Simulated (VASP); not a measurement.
# P (P2/m) in VASP: single point with PBE

Aim: the single point of P with PBE.

Everything below comes from runs of VASP 6.6.1. Logs are shortened: lines on timing, memory, paths and dates and some standing lists are left out, and cuts for length are marked.

**1. The cell of the first run**

It takes space group P2/m (No. 10, monoclinic). The conventional cell has a = 2.425 Å, b = 2.439 Å, c = 4.852 Å, α = 90.00°, β = 90.24°, γ = 90.00°. Within 3.2 Å of P (site symmetry m) lie 6 P at 2.42 to 2.44 Å.

This isn't the form of P at room conditions, which is orthorhombic.

**2. Single point, PBE**

Contents of INCAR:

```
SYSTEM = P
PREC = Accurate
ENCUT = 520
EDIFF = 1E-6
ISMEAR = -1
SIGMA = 0.05
LREAL = .False.
LASPH = .True.
NELM = 60
ALGO = Normal
ISIF = 2
LWAVE = .False.
LCHARG = .False.
GGA = PE
NBANDS = 12
```

Contents of KPOINTS:

```
regular mesh
0
Gamma
  11 11 6
  0 0 0
```

Contents of POSCAR:

```
P
1.0
    2.4246941115      0.0000000000      0.0000000000
    0.0000000000      2.4385351442      0.0000000000
   -0.0203144631      0.0000000000      4.8524328982
P
2
Direct
    0.0000000300      0.0000000000      0.7494253600
    0.9999999700      0.0000000000      0.2505746400
```

Potentials or basis: VASP PAW PBE potentials, release 64 (P).

Launch:

```
cat potpaw_PBE.64/P/POTCAR > POTCAR
mpirun -np 1 vasp_std > vasp.out
```

OUTCAR:

```text
SYSTEM = P
   PREC = Accurate
   ENCUT = 520
   EDIFF = 1E-6
   ISMEAR = -1
   LREAL = .False.
   LASPH = .True.
   NELM = 60
   ISIF = 2
   GGA = PE

 ion  position               nearest neighbor table
   1  0.000  0.000  0.749-   2 2.42   2 2.43
   2  1.000  0.000  0.251-   1 2.42   1 2.43

  LATTYP: Found a simple monoclinic cell.
 ALAT       =     2.4246941115
 B/A-ratio  =     1.0057083624
 C/A-ratio  =     2.0012732318
 COS(beta)  =    -0.0041864124

  Lattice vectors:

 A1 = (   2.4246941115,   0.0000000000,   0.0000000000)
 A2 = (   0.0000000000,   2.4385351442,   0.0000000000)
 A3 = (  -0.0203144631,   0.0000000000,   4.8524328982)

Analysis of symmetry for initial positions (statically):
=====================================================================
 Subroutine PRICEL returns:
 Original cell was already a primitive cell.

 Routine SETGRP: Setting up the symmetry group for a
 simple monoclinic supercell.

 Subroutine GETGRP returns: Found  4 space group operations
 (whereof  4 operations were pure point group operations)
 out of a pool of  4 trial point group operations.

The static configuration has the point symmetry C_2h.

Analysis of symmetry for dynamics (positions and initial velocities):
=====================================================================
 Subroutine PRICEL returns:
 Original cell was already a primitive cell.

 Routine SETGRP: Setting up the symmetry group for a
 simple monoclinic supercell.

 Subroutine GETGRP returns: Found  4 space group operations
 (whereof  4 operations were pure point group operations)
 out of a pool of  4 trial point group operations.

The dynamic configuration has the point symmetry C_2h.

 Subroutine INISYM returns: Found  4 space group operations
 (whereof  4 operations are pure point group operations),
 and found     1 'primitive' translations

----------------------------------------------------------------------------------------

                                     Primitive cell

  volume of cell :      28.6910

  direct lattice vectors                    reciprocal lattice vectors
     2.424694112  0.000000000  0.000000000     0.412423157  0.000000000  0.001726589
     0.000000000  2.438535144  0.000000000     0.000000000  0.410082259  0.000000000
    -0.020314463  0.000000000  4.852432898     0.000000000  0.000000000  0.206082190

  length of vectors
     2.424694112  2.438535144  4.852475421     0.412426771  0.410082259  0.206082190

  position of ions in fractional coordinates (direct lattice)
     0.000000030  0.000000000  0.749425360
     0.999999970  0.000000000  0.250574640

  ion indices of the primitive-cell ions
   primitive index   ion index
                 1           1
                 2           2

----------------------------------------------------------------------------------------

 KPOINTS: regular mesh

Automatic generation of k-mesh.
 Grid dimensions read from file:
 generate k-points for:   11   11    6

 Generating k-lattice:

  Cartesian coordinates                     Fractional coordinates (reciprocal lattice)
     0.037493014  0.000000000  0.000156963     0.090909091  0.000000000  0.000000000
     0.000000000  0.037280205  0.000000000     0.000000000  0.090909091  0.000000000
     0.000000000  0.000000000  0.034347032     0.000000000  0.000000000  0.166666667

  Length of vectors
     0.037493343  0.037280205  0.034347032

  Shift w.r.t. Gamma in fractional coordinates (k-lattice)
     0.000000000  0.000000000  0.000000000

 Subroutine IBZKPT returns following result:
 ===========================================

 Found    204 irreducible k-points:

 Following reciprocal coordinates:
            Coordinates               Weight
  0.000000  0.000000  0.000000      1.000000
  0.090909  0.000000 -0.000000      2.000000
  0.181818  0.000000  0.000000      2.000000
  0.272727  0.000000 -0.000000      2.000000
  0.363636  0.000000  0.000000      2.000000
  0.454545  0.000000  0.000000      2.000000
[... 16 lines left out ...]
  0.363636  0.272727  0.000000      4.000000
  0.454545  0.272727  0.000000      4.000000
 [... further k-points ...]
   k-points           NKPTS =    204   k-points in BZ     NKDIM =    204   number of bands    NBANDS=     12
   number of dos      NEDOS =    301   number of ions     NIONS =      2
   total plane-waves  NPLWV =  11664
   dimension x,y,z NGX =    18 NGY =   18 NGZ =   36
   dimension x,y,z NGXF=    36 NGYF=   36 NGZF=   72
   ions per type =               2
   NGX,Y,Z   is equivalent  to a cutoff of  12.34, 12.27, 12.33 a.u.
   NGXF,Y,Z  is equivalent  to a cutoff of  24.68, 24.54, 24.67 a.u.
 SYSTEM =  P
   PREC   = accura    normal or accurate (medium, high low for compatibility)
   ISTART =      0    job   : 0-new  1-cont  2-samecut
   ICHARG =      2    charge: 1-file 2-atom 10-const
   ISPIN  =      1    spin polarized calculation?
   LNONCOLLINEAR =      F non collinear calculations
   LSORBIT =      F    spin-orbit coupling
   LASPH  =      T    aspherical Exc in radial PAW
   ENCUT  =  520.0 eV  38.22 Ry    6.18 a.u.   4.51  4.53  9.02*2*pi/ulx,y,z
   NELM   =     60;   NELMIN=  2; NELMDL= -5     # of ELM steps
   EDIFF  = 0.1E-05   stopping-criterion for ELM
   LREAL  =      F    real-space projection
   EDIFFG = 0.1E-04   stopping-criterion for IOM
   NSW    =      0    number of steps for IOM
   IBRION =     -1    ionic relax: 0-MD 1-quasi-New 2-CG
   NFREE  =      0    steps in history (QN), initial steepest desc. (CG)
   ISIF   =      2    stress and relaxation
   ISYM   =      2    0-nonsym 1-usesym 2-fastsym
   POTIM  = 0.5000    time-step for ionic-motion
   TEBEG  =    0.0;   TEEND  =   0.0 temperature during run
   PSTRESS=    0.0 pullay stress
   NELECT =      10.0000    total number of electrons
   NUPDOWN=      -1.0000    fix difference up-down
   EMIN   =  10.00;   EMAX   =-10.00  energy-range for DOS
   EFERMI =   0.00;   METHOD = LEGACY
   ISMEAR =    -1;   SIGMA  =   0.05  broadening in eV -4-tet -1-fermi 0-gaus
   EFERMI_NEDOS =   21; number of points for ismear=-14 and -15
   IALGO  =     38    algorithm
   IMIX   =      4    mixing-type and parameters
     AMIX     =   0.40;   BMIX     =  1.00
     AMIX_MAG =   1.60;   BMIX_MAG =  1.00
  volume/ion in A,a.u.               =      14.35        96.81
  Fermi-wavevector in a.u.,A,eV,Ry     =   1.152107  2.177167 18.059715  1.327352
  Thomas-Fermi vector in A             =   2.288761
   LORBIT       =      0    0 simple, 1 ext, 2 COOP (PROOUT), +10 PAW based schemes
   GGA     = PE    functional components
   LHFCALC =     F    Hartree Fock is set to
   AEXX    =    0.0000 exact exchange contribution
   IVDW    =     0    specifies the selected vdW correction
   LEPSILON=     F    determine dielectric tensor
   LRPA    =     F    only Hartree local field effects (RPA)
 non-spin polarized calculation
  energy-cutoff  :      520.00
  volume of cell :       28.69
 maximum number of plane-waves:       795
 NGX is ok and might be reduce to    18
   NGX =  9   NGY =  9   NGZ = 19

 number of electron      10.0000000 magnetization

 number of electron       9.9999996 magnetization

 Free energy of the ion-electron system (eV)
  ---------------------------------------------------
  ext. energy  EPLUGINS =         0.00000000
  ---------------------------------------------------
  free energy    TOTEN  =       -10.51941060 eV

  energy without entropy =      -10.51296886  energy(sigma->0) =      -10.51618973

 E-fermi :   9.7823     XC(G=0): -11.3453

 val. band max:        9.7770744479   @ k =   0.3636   0.1818   0.5000
 cond. band min:       9.8019628284   @ k =   0.1818   0.3636   0.5000
 fundamental gap:      0.0248883805
 Fermi energy:         9.7822748345

 k-point     1 :       0.0000    0.0000    0.0000
  band No.  band energies     occupation
      1      -6.7979      2.00000
      2      -2.3649      2.00000
      3       1.0504      2.00000
      4      14.8057      0.00000
      5      15.0084      0.00000
      6      15.0540      0.00000
      7      16.6073      0.00000
      8      16.6699      0.00000
      9      17.7153      0.00000
     10      17.9509      0.00000
     11      19.2473      0.00000
     12      24.3000      0.00000

 k-point     2 :       0.0909    0.0000   -0.0000
  band No.  band energies     occupation
      1      -6.6061      2.00000
      2      -2.1721      2.00000
      3       1.2240      2.00000
      4      12.3422      0.00000
      5      14.9574      0.00000
      6      15.1660      0.00000
      7      15.5584      0.00000
      8      16.7687      0.00000
      9      17.8574      0.00000
     10      19.0967      0.00000
     11      21.2252      0.00000
     12      21.7189      0.00000

 k-point     3 :       0.1818    0.0000    0.0000
  band No.  band energies     occupation
      1      -6.0353      2.00000
      2      -1.5970      2.00000
      3       1.7355      2.00000
      4       9.0751      2.00000
      5      12.5712      0.00000
      6      15.4021      0.00000
      7      15.6097      0.00000
      8      17.2099      0.00000
      9      18.2737      0.00000
     10      18.2765      0.00000
     11      21.3725      0.00000
     12      23.0819      0.00000
[... 286 lines left out ...]
 k-point    23 :       0.3636    0.2727    0.0000
  band No.  band energies     occupation
      1      -2.2117      2.00000
      2       2.2923      2.00000
      3       4.8089      2.00000
      4       4.9586      2.00000
      5       8.3095      2.00000
      6       8.6558      2.00000
      7      12.9896      0.00000
      8      14.1383      0.00000
      9      16.8779      0.00000
     10      17.6251      0.00000
     11      18.3509      0.00000
     12      20.3945      0.00000

 k-point    24 :       0.4545    0.2727    0.0000
  band No.  band energies     occupation
      1      -0.9450      2.00000
      2       2.8865      2.00000
      3       3.7527      2.00000
      4       5.7638      2.00000
      5       6.3801      2.00000
      6       9.4732      1.99588
      7      12.5663      0.00000
      8      13.6890      0.00000
      9      15.3239      0.00000
     10      18.4253      0.00000
     11      18.8111      0.00000
     12      18.9999      0.00000

 [... further k-points ...]

------------------------ aborting loop because EDIFF is reached ----------------------------------------

  FORCE on cell =-STRESS in cart. coord.  units (eV):
  Direction    XX          YY          ZZ          XY          YZ          ZX
  --------------------------------------------------------------------------------------
  -------------------------------------------------------------------------------------
  Total        0.5024260      0.2771455      0.2445456      0.0000000      0.0000000      0.0410489
  in kB       28.0567359     15.4765043     13.6560470      0.0000000      0.0000000      2.2922744
  external PRESSURE =      19.0630957 kB  Pullay stress =       0.0000000 kB

 VOLUME and BASIS-vectors are now :
 -----------------------------------------------------------------------------
  energy-cutoff  :      520.00
  volume of cell :       28.69
      direct lattice vectors                 reciprocal lattice vectors
     2.424694112  0.000000000  0.000000000     0.412423157  0.000000000  0.001726589
     0.000000000  2.438535144  0.000000000     0.000000000  0.410082259  0.000000000
    -0.020314463  0.000000000  4.852432898     0.000000000  0.000000000  0.206082190

 POSITION                                       TOTAL-FORCE (eV/Angst)
 -----------------------------------------------------------------------------------
     -0.01522      0.00000      3.63654         0.000184      0.000000      0.004798
      2.41960      0.00000      1.21590        -0.000184      0.000000     -0.004798
 -----------------------------------------------------------------------------------
    total drift:                               -0.000000      0.000000     -0.000000

  FREE ENERGIE OF THE ION-ELECTRON SYSTEM (eV)
  ---------------------------------------------------
  free  energy   TOTEN  =       -10.5194105970 eV

  energy  without entropy=      -10.5129688552  energy(sigma->0) =      -10.51618973
```

Wall time 30 s (1 thread of Intel Xeon Platinum 8259CL at 2.50GHz (Skylake/Cascade Lake), shared host); peak memory 0.16 GiB.

What came out:

```yaml
Free_energy: -10.5194 eV
Pressure: 1.9 GPa
Largest_force: 0.005 eV/Å
Band_gap_on_the_k_mesh: zero (bands 5 and 6 overlap by 9.66 eV)
```

Forces in eV/Å, atoms in the order of the input:
```
P    0.000  0.000  0.005
P    0.000  0.000 -0.005
```

Stress tensor (GPa, compression positive):
```
2.81 0.00 0.23
0.00 1.55 0.00
0.23 0.00 1.37
```

Levels at points of the mesh, in eV from the Fermi level:
```csv
k point,band 2,band 3,band 4,band 5,band 6,band 7,band 8,band 9
"(0.00, 0.00, 0.00)",-12.15,-8.73,5.02,5.23,5.27,6.83,6.89,7.93
"(0.00, 0.00, 0.50)",-15.13,-3.05,-3.01,6.10,6.14,6.34,6.38,7.91
```

The gap in the log of VASP goes by the Fermi energy; the results here count the filled bands.